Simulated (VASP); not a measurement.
# MgO (Fm-3m) in VASP: a series of runs

MgO is run at these levels: r2SCAN; tasks: single point.

Everything below comes from runs of VASP 6.6.1. Logs are shortened: lines on timing, memory, paths and dates and some standing lists are left out, and cuts for length are marked.

**Measured values to compare with.**

“Electronic structure of alkaline earth and post-transition metal oxides”, 2009, arxiv:0908.1581 quotes, for a bulk crystal of MgO: band gap 7.83 eV.

The results are compared with them further down.

**1. The cell of the first run**

Symmetry: Fm-3m, No. 225, cubic system. The conventional cell has a = 4.227 Å, b = 4.227 Å, c = 4.227 Å, α = 90.00°, β = 90.00°, γ = 90.00°. Within 2.8 Å of Mg (site symmetry m-3m) lie 6 O at 2.11 Å. Within 2.8 Å of O (site symmetry m-3m) lie 6 Mg at 2.11 Å.

**2. Single point, r2SCAN**

File POSCAR:

```
MgO
1.0
    0.0000000000      2.1135000000      2.1135000000
    2.1135000000      0.0000000000      2.1135000000
    2.1135000000      2.1135000000      0.0000000000
Mg O
1 1
Direct
    0.0000000000      0.0000000000      0.0000000000
    0.5000000000      0.5000000000      0.5000000000
```

File INCAR.step1:

```
PREC = Accurate ; ENCUT = 520
ISMEAR = 0 ; SIGMA = 0.1
LREAL = F ; LASPH = T
NELM = 80 ; NBANDS = 11
GGA = PE ; ALGO = Normal
EDIFF = 1E-4 ; LWAVE = T
LCHARG = F
```

File INCAR.step2:

```
PREC = Accurate ; ENCUT = 520
EDIFF = 1E-6 ; ISMEAR = 0
SIGMA = 0.1 ; LREAL = F
LASPH = T ; NELM = 80
ALGO = Normal ; ISIF = 2
LWAVE = F ; LCHARG = T
METAGGA = R2SCAN ; LMIXTAU = T
LELF = T ; LVHAR = T
NBANDS = 11 ; ISTART = 1
```

File KPOINTS:

```
regular mesh
0
Gamma
  9 9 9
```

Potentials or basis: VASP PAW PBE potentials, release 64 (Mg, O).

Run with:

```bash
$ cat potpaw_PBE.64/Mg/POTCAR potpaw_PBE.64/O/POTCAR > POTCAR
$ cp INCAR.step1 INCAR
$ mpirun -np 1 vasp_std > vasp.out
$ cp INCAR.step2 INCAR
$ mpirun -np 1 vasp_std > vasp.out
```

OUTCAR:

```text
PREC = Accurate
   ENCUT = 520
   EDIFF = 1E-6
   ISMEAR = 0
   LREAL = F
   LASPH = T
   NELM = 80
   ISIF = 2
   METAGGA = R2SCAN
   ISTART = 1

 ion  position               nearest neighbor table
   1  0.000  0.000  0.000-   2 2.11   2 2.11   2 2.11   2 2.11   2 2.11   2 2.11
   2  0.500  0.500  0.500-   1 2.11   1 2.11   1 2.11   1 2.11   1 2.11   1 2.11

  LATTYP: Found a face centered cubic cell.
 ALAT       =     4.2270000000

  Lattice vectors:

 A1 = (   0.0000000000,   2.1135000000,   2.1135000000)
 A2 = (   2.1135000000,   0.0000000000,   2.1135000000)
 A3 = (   2.1135000000,   2.1135000000,   0.0000000000)

Analysis of symmetry for initial positions (statically):
=====================================================================
 Subroutine PRICEL returns:
 Original cell was already a primitive cell.

 Routine SETGRP: Setting up the symmetry group for a
 face centered cubic supercell.

 Subroutine GETGRP returns: Found 48 space group operations
 (whereof 48 operations were pure point group operations)
 out of a pool of 48 trial point group operations.

The static configuration has the point symmetry O_h .

Analysis of symmetry for dynamics (positions and initial velocities):
=====================================================================
 Subroutine PRICEL returns:
 Original cell was already a primitive cell.

 Routine SETGRP: Setting up the symmetry group for a
 face centered cubic supercell.

 Subroutine GETGRP returns: Found 48 space group operations
 (whereof 48 operations were pure point group operations)
 out of a pool of 48 trial point group operations.

The dynamic configuration has the point symmetry O_h .

 Subroutine INISYM returns: Found 48 space group operations
 (whereof 48 operations are pure point group operations),
 and found     1 'primitive' translations

----------------------------------------------------------------------------------------

                                     Primitive cell

  volume of cell :      18.8815

  direct lattice vectors                    reciprocal lattice vectors
     0.000000000  2.113500000  2.113500000    -0.236574403  0.236574403  0.236574403
     2.113500000  0.000000000  2.113500000     0.236574403 -0.236574403  0.236574403
     2.113500000  2.113500000  0.000000000     0.236574403  0.236574403 -0.236574403

  length of vectors
     2.988940364  2.988940364  2.988940364     0.409758885  0.409758885  0.409758885

  position of ions in fractional coordinates (direct lattice)
     0.000000000  0.000000000  0.000000000
     0.500000000  0.500000000  0.500000000

  ion indices of the primitive-cell ions
   primitive index   ion index
                 1           1
                 2           2

----------------------------------------------------------------------------------------

 KPOINTS: regular mesh

Automatic generation of k-mesh.
 Grid dimensions read from file:
 generate k-points for:    9    9    9

 Generating k-lattice:

  Cartesian coordinates                     Fractional coordinates (reciprocal lattice)
    -0.026286045  0.026286045  0.026286045     0.111111111  0.000000000  0.000000000
     0.026286045 -0.026286045  0.026286045     0.000000000  0.111111111  0.000000000
     0.026286045  0.026286045 -0.026286045     0.000000000  0.000000000  0.111111111

  Length of vectors
     0.045528765  0.045528765  0.045528765

  Shift w.r.t. Gamma in fractional coordinates (k-lattice)
     0.000000000  0.000000000  0.000000000

 Subroutine IBZKPT returns following result:
 ===========================================

 Found     35 irreducible k-points:

 Following reciprocal coordinates:
            Coordinates               Weight
  0.000000  0.000000  0.000000      1.000000
  0.111111  0.000000  0.000000      8.000000
  0.222222  0.000000  0.000000      8.000000
  0.333333  0.000000  0.000000      8.000000
  0.444444  0.000000  0.000000      8.000000
  0.111111  0.111111  0.000000      6.000000
[... 16 lines left out ...]
 -0.333333  0.333333  0.000000     12.000000
  0.444444  0.444444  0.000000      6.000000
 [... further k-points ...]
   k-points           NKPTS =     35   k-points in BZ     NKDIM =     35   number of bands    NBANDS=     11
   number of dos      NEDOS =    301   number of ions     NIONS =      2
   total plane-waves  NPLWV =  13824
   dimension x,y,z NGX =    24 NGY =   24 NGZ =   24
   dimension x,y,z NGXF=    48 NGYF=   48 NGZF=   48
   ions per type =               1   1
   NGX,Y,Z   is equivalent  to a cutoff of  13.35, 13.35, 13.35 a.u.
   NGXF,Y,Z  is equivalent  to a cutoff of  26.70, 26.70, 26.70 a.u.
 SYSTEM =  unknown system
   PREC   = accura    normal or accurate (medium, high low for compatibility)
   ISTART =      1    job   : 0-new  1-cont  2-samecut
   ICHARG =      0    charge: 1-file 2-atom 10-const
   ISPIN  =      1    spin polarized calculation?
   LNONCOLLINEAR =      F non collinear calculations
   LSORBIT =      F    spin-orbit coupling
   LASPH  =      T    aspherical Exc in radial PAW
   ENCUT  =  520.0 eV  38.22 Ry    6.18 a.u.   5.56  5.56  5.56*2*pi/ulx,y,z
   NELM   =     80;   NELMIN=  2; NELMDL=  0     # of ELM steps
   EDIFF  = 0.1E-05   stopping-criterion for ELM
   LREAL  =      F    real-space projection
   EDIFFG = 0.1E-04   stopping-criterion for IOM
   NSW    =      0    number of steps for IOM
   IBRION =     -1    ionic relax: 0-MD 1-quasi-New 2-CG
   NFREE  =      0    steps in history (QN), initial steepest desc. (CG)
   ISIF   =      2    stress and relaxation
   ISYM   =      2    0-nonsym 1-usesym 2-fastsym
   POTIM  = 0.5000    time-step for ionic-motion
   TEBEG  =    0.0;   TEEND  =   0.0 temperature during run
   PSTRESS=    0.0 pullay stress
   NELECT =       8.0000    total number of electrons
   NUPDOWN=      -1.0000    fix difference up-down
   EMIN   =  10.00;   EMAX   =-10.00  energy-range for DOS
   EFERMI =   0.00;   METHOD = LEGACY
   ISMEAR =     0;   SIGMA  =   0.10  broadening in eV -4-tet -1-fermi 0-gaus
   EFERMI_NEDOS =   21; number of points for ismear=-14 and -15
   IALGO  =     38    algorithm
   IMIX   =      4    mixing-type and parameters
     AMIX     =   0.40;   BMIX     =  1.00
     AMIX_MAG =   1.60;   BMIX_MAG =  1.00
  volume/ion in A,a.u.               =       9.44        63.71
  Fermi-wavevector in a.u.,A,eV,Ry     =   1.229587  2.323582 20.570431  1.511884
  Thomas-Fermi vector in A             =   2.364468
   LORBIT       =      0    0 simple, 1 ext, 2 COOP (PROOUT), +10 PAW based schemes
   METAGGA = R2SCAN    functional components
   LHFCALC =     F    Hartree Fock is set to
   AEXX    =    0.0000 exact exchange contribution
   IVDW    =     0    specifies the selected vdW correction
   LEPSILON=     F    determine dielectric tensor
   LRPA    =     F    only Hartree local field effects (RPA)
 non-spin polarized calculation
 Gauss-broadening in eV      SIGMA  =   0.10
  energy-cutoff  :      520.00
  volume of cell :       18.88
 maximum number of plane-waves:       531
 NGX is ok and might be reduce to    24
   NGX = 11   NGY = 11   NGZ = 11

 number of electron       8.0000005 magnetization

 Free energy of the ion-electron system (eV)
  ---------------------------------------------------
  ext. energy  EPLUGINS =         0.00000000
  ---------------------------------------------------
  free energy    TOTEN  =       -16.15690389 eV

  energy without entropy =      -16.15690389  energy(sigma->0) =      -16.15690389

 E-fermi :   3.1493     XC(G=0): -11.5405

 val. band max:        2.6984402314   @ k =   0.0000   0.0000   0.0000
 cond. band min:       8.1956983021   @ k =   0.0000   0.0000   0.0000
 fundamental gap:      5.4972580707
 Fermi energy:         3.1493082357

 k-point     1 :       0.0000    0.0000    0.0000
  band No.  band energies     occupation
      1     -15.4483      2.00000
      2       2.6984      2.00000
      3       2.6984      2.00000
      4       2.6984      2.00000
      5       8.1957      0.00000
      6      19.4690      0.00000
      7      19.4690      0.00000
      8      19.4690      0.00000
      9      23.5841      0.00000
     10      25.3402      0.00000
     11      25.3402      0.00000

 k-point     2 :       0.1111    0.0000    0.0000
  band No.  band energies     occupation
      1     -15.3231      2.00000
      2       1.9454      2.00000
      3       2.6152      2.00000
      4       2.6152      2.00000
      5       8.9345      0.00000
      6      18.0365      0.00000
      7      19.7703      0.00000
      8      19.7703      0.00000
      9      24.4953      0.00000
     10      24.4953      0.00000
     11      25.5060      0.00000

 k-point     3 :       0.2222    0.0000    0.0000
  band No.  band energies     occupation
      1     -14.9881      2.00000
      2       0.4605      2.00000
      3       2.4121      2.00000
      4       2.4121      2.00000
      5      10.2853      0.00000
      6      16.4831      0.00000
      7      20.2985      0.00000
      8      20.2985      0.00000
      9      23.8938      0.00000
     10      23.8938      0.00000
     11      26.1555      0.00000

 k-point     4 :       0.3333    0.0000    0.0000
  band No.  band energies     occupation
      1     -14.5699      2.00000
      2      -0.9249      2.00000
      3       2.1931      2.00000
      4       2.1931      2.00000
      5      11.1852      0.00000
      6      16.0327      0.00000
      7      20.2799      0.00000
      8      20.2799      0.00000
      9      24.7958      0.00000
     10      24.7958      0.00000
     11      25.4404      0.00000

 k-point     5 :       0.4444    0.0000    0.0000
  band No.  band energies     occupation
      1     -14.2693      2.00000
      2      -1.7539      2.00000
      3       2.0564      2.00000
      4       2.0564      2.00000
      5      11.4149      0.00000
      6      16.3088      0.00000
      7      20.0447      0.00000
      8      20.0447      0.00000
      9      24.9662      0.00000
     10      26.2506      0.00000
     11      26.2506      0.00000
[... 211 lines left out ...]
 k-point    21 :       0.4444    0.3333    0.0000
  band No.  band energies     occupation
      1     -14.1350      2.00000
      2      -1.0310      2.00000
      3       1.1993      2.00000
      4       1.5106      2.00000
      5      13.3094      0.00000
      6      13.8368      0.00000
      7      16.9558      0.00000
      8      22.2661      0.00000
      9      22.4028      0.00000
     10      29.5784      0.00000
     11      30.4640      0.00000

 k-point    22 :      -0.4444    0.3333    0.0000
  band No.  band energies     occupation
      1     -13.9940      2.00000
      2      -0.9477      2.00000
      3       0.3733      2.00000
      4       1.5310      2.00000
      5      13.5594      0.00000
      6      15.1325      0.00000
      7      16.4540      0.00000
      8      22.0028      0.00000
      9      22.1773      0.00000
     10      29.5200      0.00000
     11      31.0017      0.00000

 k-point    23 :      -0.3333    0.3333    0.0000
  band No.  band energies     occupation
      1     -14.0078      2.00000
      2      -0.4855      2.00000
      3      -0.3401      2.00000
      4       1.6901      2.00000
      5      13.9044      0.00000
      6      15.9095      0.00000
      7      16.2600      0.00000
      8      21.5923      0.00000
      9      22.6007      0.00000
     10      27.0518      0.00000
     11      31.6420      0.00000

 k-point    24 :       0.4444    0.4444    0.0000
  band No.  band energies     occupation
      1     -14.0259      2.00000
      2      -1.2870      2.00000
      3       1.3738      2.00000
      4       1.3738      2.00000
      5      12.8178      0.00000
      6      13.6095      0.00000
      7      16.8771      0.00000
      8      22.7985      0.00000
      9      22.7985      0.00000
     10      29.3955      0.00000
     11      30.4700      0.00000

 [... further k-points ...]
[... 5 lines left out ...]
  --------------------------------------------------------------------------------------
  -------------------------------------------------------------------------------------
  Total       -0.4395419     -0.4395419     -0.4395419      0.0000000      0.0000000      0.0000000
  in kB      -37.2970177    -37.2970177    -37.2970177      0.0000000      0.0000000      0.0000000
  external PRESSURE =     -37.2970177 kB  Pullay stress =       0.0000000 kB

 VOLUME and BASIS-vectors are now :
 -----------------------------------------------------------------------------
  energy-cutoff  :      520.00
  volume of cell :       18.88
      direct lattice vectors                 reciprocal lattice vectors
     0.000000000  2.113500000  2.113500000    -0.236574403  0.236574403  0.236574403
     2.113500000  0.000000000  2.113500000     0.236574403 -0.236574403  0.236574403
     2.113500000  2.113500000  0.000000000     0.236574403  0.236574403 -0.236574403

 POSITION                                       TOTAL-FORCE (eV/Angst)
 -----------------------------------------------------------------------------------
      0.00000      0.00000      0.00000        -0.000000     -0.000000     -0.000000
      2.11350      2.11350      2.11350         0.000000      0.000000      0.000000
 -----------------------------------------------------------------------------------
    total drift:                               -0.000000     -0.000000      0.000000

  FREE ENERGIE OF THE ION-ELECTRON SYSTEM (eV)
  ---------------------------------------------------
  free  energy   TOTEN  =       -16.1569038923 eV

  energy  without entropy=      -16.1569038923  energy(sigma->0) =      -16.15690389
```

Run time: 13 s. Hardware: 1 thread of Intel Xeon 6975P-C (Granite Rapids), shared host; peak memory 0.14 GiB.

What came out:

```yaml
Free_energy: -16.1569 eV
Pressure: -3.7 GPa
Band_gap_on_the_k_mesh: 5.50 eV, direct
```

Caveat: the PAW data sets were made with another functional, which shifts forces and pressure a little. r2SCAN opens gaps a little over a GGA but as a rule still falls short of measured ones.

**3. Single point, r2SCAN**

POSCAR is that of step 2.

File INCAR.step1:

```
PREC = Accurate ; ENCUT = 660
ISMEAR = 0 ; SIGMA = 0.1
LREAL = F ; LASPH = T
NELM = 120 ; NBANDS = 15
GGA = PE ; ALGO = Normal
EDIFF = 1E-5 ; LWAVE = T
LCHARG = F ; GGA_COMPAT = F
```

File INCAR.step2:

```
PREC = Accurate ; ENCUT = 660
EDIFF = 1E-6 ; ISMEAR = 0
SIGMA = 0.1 ; LREAL = F
LASPH = T ; NELM = 120
ALGO = Normal ; ISIF = 2
LWAVE = F ; LCHARG = T
METAGGA = R2SCAN ; LMIXTAU = T
LELF = T ; LVHAR = T
NBANDS = 15 ; ISTART = 1
GGA_COMPAT = F
```

KPOINTS is that of step 2.

Potentials or basis: VASP PAW PBE potentials, release 64 (Mg_sv, O).

Run with:

```bash
$ cat potpaw_PBE.64/Mg_sv/POTCAR potpaw_PBE.64/O/POTCAR > POTCAR
$ cp INCAR.step1 INCAR
$ mpirun -np 1 vasp_std > vasp.out
$ cp INCAR.step2 INCAR
$ mpirun -np 1 vasp_std > vasp.out
```

It took 31 s on 1 thread of Intel Xeon 6975P-C (Granite Rapids), shared host; peak memory 0.16 GiB.

Results (log left out):

```yaml
Free_energy: -16.1727 eV
Pressure: -2.7 GPa
Band_gap_on_the_k_mesh: 5.55 eV, direct
```

Levels at points of the mesh, in eV from the valence-band top:
```tsv
k point	band 6	band 7	band 8	band 9	band 10	band 11
(0.00, 0.00, 0.00)	0.00	0.00	0.00	5.55	16.80	16.80
```

Caveat: the PAW data sets were made with another functional, which shifts forces and pressure a little.

**4. How close it comes**

Step 3. A measured gap of MgO is 7.83 eV (quoted in “Electronic structure of alkaline earth and post-transition metal oxides”, 2009, arxiv:0908.1581); the calculated 5.55 eV misses it by -2.28 eV. The value is that of r2SCAN, without temperature or zero-point motion.
